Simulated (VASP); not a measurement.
# Hg (R-3m) in VASP: further runs

The runs below take Hg through single point, with PBE.

All numbers are computed with VASP 6.6.1; they aren't measurements. Logs are shortened: lines on timing, memory, paths and dates and some standing lists are left out, and cuts for length are marked.

## 1. The cell of the first run

The structure is trigonal, space group R-3m (No. 166). Conventional cell: a = 4.157 Å, b = 4.157 Å, c = 5.924 Å, α = 90.00°, β = 90.00°, γ = 120.00°. Within 4.1 Å of Hg (site symmetry -3m) lie 6 Hg at 3.11 Å.

## 2. Single point, PBE

File INCAR:

```
  PREC = Accurate
  ENCUT = 520
  EDIFF = 1E-6
  ISMEAR = -1
  SIGMA = 0.01
  LREAL = F
  LASPH = T
  NELM = 60
  ALGO = Normal
  ISIF = 2
  LWAVE = F
  LCHARG = T
  GGA = PE
  LELF = T
  LVHAR = T
  NBANDS = 12
```

File KPOINTS:

```
regular mesh
0
Gamma
  10 10 10
```

File POSCAR:

```
Hg
1.0
    2.0783995336      1.1999645302      1.9747385792
   -2.0783995336      1.1999645302      1.9747385792
    0.0000000000     -2.3999290604      1.9747385791
Hg
1
Direct
    0.0000000000      1.0000000000      0.0000000000
```

Potentials or basis: VASP PAW PBE potentials, release 64 (Hg).

On the command line:

```bash
$ cat potpaw_PBE.64/Hg/POTCAR > POTCAR
$ mpirun -np 1 vasp_std > vasp.out
```

OUTCAR:

```text
PREC = Accurate
   ENCUT = 520
   EDIFF = 1E-6
   ISMEAR = -1
   LREAL = F
   LASPH = T
   NELM = 60
   ISIF = 2
   GGA = PE

 ion  position               nearest neighbor table
   1  0.000  0.000  0.000-

  LATTYP: Found a trigonal (rhomboedric) cell.
 ALAT       =     3.1079337109
 COS(alpha) =     0.1055736732

  Lattice vectors:

 A1 = (   2.0783995336,   1.1999645302,   1.9747385792)
 A2 = (  -2.0783995336,   1.1999645302,   1.9747385792)
 A3 = (   0.0000000000,  -2.3999290604,   1.9747385791)

Analysis of symmetry for initial positions (statically):
=====================================================================
 Subroutine PRICEL returns:
 Original cell was already a primitive cell.

 Routine SETGRP: Setting up the symmetry group for a
 trigonal (rhombohedral) supercell.

 Subroutine GETGRP returns: Found 12 space group operations
 (whereof 12 operations were pure point group operations)
 out of a pool of 12 trial point group operations.

The static configuration has the point symmetry D_3d.

Analysis of symmetry for dynamics (positions and initial velocities):
=====================================================================
 Subroutine PRICEL returns:
 Original cell was already a primitive cell.

 Routine SETGRP: Setting up the symmetry group for a
 trigonal (rhombohedral) supercell.

 Subroutine GETGRP returns: Found 12 space group operations
 (whereof 12 operations were pure point group operations)
 out of a pool of 12 trial point group operations.

The dynamic configuration has the point symmetry D_3d.

 Subroutine INISYM returns: Found 12 space group operations
 (whereof 12 operations are pure point group operations),
 and found     1 'primitive' translations

----------------------------------------------------------------------------------------

                                     Primitive cell

  volume of cell :      29.5501

  direct lattice vectors                    reciprocal lattice vectors
     2.078399534  1.199964530  1.974738579     0.240569723  0.138892994  0.168798714
    -2.078399534  1.199964530  1.974738579    -0.240569723  0.138892994  0.168798714
     0.000000000 -2.399929060  1.974738579     0.000000000 -0.277785989  0.168798714

  length of vectors
     3.107933711  3.107933711  3.107933711     0.325050860  0.325050860  0.325050860

  position of ions in fractional coordinates (direct lattice)
     0.000000000  0.000000000  0.000000000

  ion indices of the primitive-cell ions
   primitive index   ion index
                 1           1

----------------------------------------------------------------------------------------

 KPOINTS: regular mesh

Automatic generation of k-mesh.
 Grid dimensions read from file:
 generate k-points for:   10   10   10

 Generating k-lattice:

  Cartesian coordinates                     Fractional coordinates (reciprocal lattice)
     0.024056972  0.013889299  0.016879871     0.100000000  0.000000000  0.000000000
    -0.024056972  0.013889299  0.016879871     0.000000000  0.100000000  0.000000000
     0.000000000 -0.027778599  0.016879871     0.000000000  0.000000000  0.100000000

  Length of vectors
     0.032505086  0.032505086  0.032505086

  Shift w.r.t. Gamma in fractional coordinates (k-lattice)
     0.000000000  0.000000000  0.000000000

 Subroutine IBZKPT returns following result:
 ===========================================

 Found    116 irreducible k-points:

 Following reciprocal coordinates:
            Coordinates               Weight
  0.000000  0.000000  0.000000      1.000000
  0.100000 -0.000000  0.000000      6.000000
  0.200000 -0.000000  0.000000      6.000000
  0.300000 -0.000000  0.000000      6.000000
  0.400000  0.000000  0.000000      6.000000
  0.500000  0.000000  0.000000      3.000000
[... 16 lines left out ...]
  0.300000  0.300000  0.000000      6.000000
  0.400000  0.300000 -0.000000     12.000000
 [... further k-points ...]
   k-points           NKPTS =    116   k-points in BZ     NKDIM =    116   number of bands    NBANDS=     12
   number of dos      NEDOS =    301   number of ions     NIONS =      1
   total plane-waves  NPLWV =  13824
   dimension x,y,z NGX =    24 NGY =   24 NGZ =   24
   dimension x,y,z NGXF=    48 NGYF=   48 NGZF=   48
   ions per type =               1
   NGX,Y,Z   is equivalent  to a cutoff of  12.84, 12.84, 12.84 a.u.
   NGXF,Y,Z  is equivalent  to a cutoff of  25.68, 25.68, 25.68 a.u.
 SYSTEM =  unknown system
   PREC   = accura    normal or accurate (medium, high low for compatibility)
   ISTART =      0    job   : 0-new  1-cont  2-samecut
   ICHARG =      2    charge: 1-file 2-atom 10-const
   ISPIN  =      1    spin polarized calculation?
   LNONCOLLINEAR =      F non collinear calculations
   LSORBIT =      F    spin-orbit coupling
   LASPH  =      T    aspherical Exc in radial PAW
   ENCUT  =  520.0 eV  38.22 Ry    6.18 a.u.   5.78  5.78  5.78*2*pi/ulx,y,z
   NELM   =     60;   NELMIN=  2; NELMDL= -5     # of ELM steps
   EDIFF  = 0.1E-05   stopping-criterion for ELM
   LREAL  =      F    real-space projection
   EDIFFG = 0.1E-04   stopping-criterion for IOM
   NSW    =      0    number of steps for IOM
   IBRION =     -1    ionic relax: 0-MD 1-quasi-New 2-CG
   NFREE  =      0    steps in history (QN), initial steepest desc. (CG)
   ISIF   =      2    stress and relaxation
   ISYM   =      2    0-nonsym 1-usesym 2-fastsym
   POTIM  = 0.5000    time-step for ionic-motion
   TEBEG  =    0.0;   TEEND  =   0.0 temperature during run
   PSTRESS=    0.0 pullay stress
   NELECT =      12.0000    total number of electrons
   NUPDOWN=      -1.0000    fix difference up-down
   EMIN   =  10.00;   EMAX   =-10.00  energy-range for DOS
   EFERMI =   0.00;   METHOD = LEGACY
   ISMEAR =    -1;   SIGMA  =   0.01  broadening in eV -4-tet -1-fermi 0-gaus
   EFERMI_NEDOS =   21; number of points for ismear=-14 and -15
   IALGO  =     38    algorithm
   IMIX   =      4    mixing-type and parameters
     AMIX     =   0.40;   BMIX     =  1.00
     AMIX_MAG =   1.60;   BMIX_MAG =  1.00
  volume/ion in A,a.u.               =      29.55       199.41
  Fermi-wavevector in a.u.,A,eV,Ry     =   1.212316  2.290945 19.996617  1.469710
  Thomas-Fermi vector in A             =   2.347804
   LORBIT       =      0    0 simple, 1 ext, 2 COOP (PROOUT), +10 PAW based schemes
   GGA     = PE    functional components
   LHFCALC =     F    Hartree Fock is set to
   AEXX    =    0.0000 exact exchange contribution
   IVDW    =     0    specifies the selected vdW correction
   LEPSILON=     F    determine dielectric tensor
   LRPA    =     F    only Hartree local field effects (RPA)
 non-spin polarized calculation
  energy-cutoff  :      520.00
  volume of cell :       29.55
 maximum number of plane-waves:       811
   NGX = 11   NGY = 11   NGZ = 11

 number of electron      12.0000000 magnetization

 Free energy of the ion-electron system (eV)
  ---------------------------------------------------
  ext. energy  EPLUGINS =         0.00000000
  ---------------------------------------------------
  free energy    TOTEN  =        -0.17158526 eV

  energy without entropy =       -0.17141008  energy(sigma->0) =       -0.17149767

 E-fermi :   1.2036     XC(G=0):  -9.5671

 val. band max:        1.1998668288   @ k =  -0.2000   0.5000   0.1000
 cond. band min:       1.4627498610   @ k =   0.5000   0.5000   0.0000
 fundamental gap:      0.2628830323
 Fermi energy:         1.2035976169

 k-point     1 :       0.0000    0.0000    0.0000
  band No.  band energies     occupation
      1      -6.4066      2.00000
      2      -6.2184      2.00000
      3      -6.2184      2.00000
      4      -4.5930      2.00000
      5      -4.5930      2.00000
      6      -4.5514      2.00000
      7      10.9699      0.00000
      8      10.9699      0.00000
      9      11.1902      0.00000
     10      14.2593      0.00000
     11      15.9947      0.00000
     12      15.9947      0.00000

 k-point     2 :       0.1000   -0.0000    0.0000
  band No.  band energies     occupation
      1      -6.2844      2.00000
      2      -6.2060      2.00000
      3      -6.0743      2.00000
      4      -4.6433      2.00000
      5      -4.6188      2.00000
      6      -4.5677      2.00000
      7       9.2862      0.00000
      8      11.1871      0.00000
      9      11.3350      0.00000
     10      14.8613      0.00000
     11      15.9813      0.00000
     12      17.4383      0.00000

 k-point     3 :       0.2000   -0.0000    0.0000
  band No.  band energies     occupation
      1      -6.1743      2.00000
      2      -6.1669      2.00000
      3      -5.4173      2.00000
      4      -4.7708      2.00000
      5      -4.7256      2.00000
      6      -4.5637      2.00000
      7       6.5944      0.00000
      8      11.7833      0.00000
      9      11.8783      0.00000
     10      15.2978      0.00000
     11      15.9598      0.00000
     12      20.6082      0.00000
[... 286 lines left out ...]
 k-point    23 :       0.3000    0.3000    0.0000
  band No.  band energies     occupation
      1      -6.0130      2.00000
      2      -5.5422      2.00000
      3      -4.9987      2.00000
      4      -4.8614      2.00000
      5      -4.8146      2.00000
      6      -3.1959      2.00000
      7       5.7260      0.00000
      8       6.5411      0.00000
      9      11.9043      0.00000
     10      13.4727      0.00000
     11      17.5348      0.00000
     12      20.4733      0.00000

 k-point    24 :       0.4000    0.3000   -0.0000
  band No.  band energies     occupation
      1      -5.9758      2.00000
      2      -5.6966      2.00000
      3      -4.9600      2.00000
      4      -4.8281      2.00000
      5      -4.7457      2.00000
      6      -1.9504      2.00000
      7       3.5702      0.00000
      8       7.0448      0.00000
      9      10.6367      0.00000
     10      14.1201      0.00000
     11      18.3327      0.00000
     12      19.5721      0.00000

 [... further k-points ...]

------------------------ aborting loop because EDIFF is reached ----------------------------------------

  FORCE on cell =-STRESS in cart. coord.  units (eV):
  Direction    XX          YY          ZZ          XY          YZ          ZX
  --------------------------------------------------------------------------------------
  -------------------------------------------------------------------------------------
  Total        0.0359606      0.0359606     -0.0141433      0.0000000      0.0000000     -0.0000000
  in kB        1.9497525      1.9497525     -0.7668381      0.0000000      0.0000000     -0.0000000
  external PRESSURE =       1.0442223 kB  Pullay stress =       0.0000000 kB

 VOLUME and BASIS-vectors are now :
 -----------------------------------------------------------------------------
  energy-cutoff  :      520.00
  volume of cell :       29.55
      direct lattice vectors                 reciprocal lattice vectors
     2.078399534  1.199964530  1.974738579     0.240569723  0.138892994  0.168798714
    -2.078399534  1.199964530  1.974738579    -0.240569723  0.138892994  0.168798714
     0.000000000 -2.399929060  1.974738579     0.000000000 -0.277785989  0.168798714

 POSITION                                       TOTAL-FORCE (eV/Angst)
 -----------------------------------------------------------------------------------
      0.00000      0.00000      0.00000         0.000000     -0.000000     -0.000000
 -----------------------------------------------------------------------------------
    total drift:                                0.000000     -0.000000      0.000000

  FREE ENERGIE OF THE ION-ELECTRON SYSTEM (eV)
  ---------------------------------------------------
  free  energy   TOTEN  =        -0.1715852579 eV

  energy  without entropy=       -0.1714100844  energy(sigma->0) =       -0.17149767
```

Wall time 12 s (1 thread of Intel Xeon 6975P-C (Granite Rapids), shared host); peak memory 0.16 GiB.

What came out:

* Free energy: -0.1716 eV
* Pressure: 0.1 GPa
* Band gap on the k mesh: zero (band 6 reaches 4.26 eV, above the bottom of band 7 at 0.01 eV)

Stress tensor (GPa, compression positive):
```
 0.19  0.00  0.00
 0.00  0.19  0.00
 0.00  0.00 -0.08
```

Levels at points of the mesh, in eV from the Fermi level:
```
           k point  band 4  band 5  band 6  band 7  band 8  band 9
(0.00, 0.00, 0.00)   -5.80   -5.80   -5.75    9.77    9.77    9.99
(0.50, 0.00, 0.00)   -6.17   -5.74   -2.77   -1.19   12.31   12.34
(0.50, 0.50, 0.00)   -6.15   -5.27    0.26    1.10    2.49    7.43
(0.50, 0.50, 0.50)   -5.25   -5.25    3.06    3.34    5.54    5.54
```

Caveat: spin-orbit coupling is left out, which moves the levels of the heavy elements.

(Part 1 of 2 ends here.)
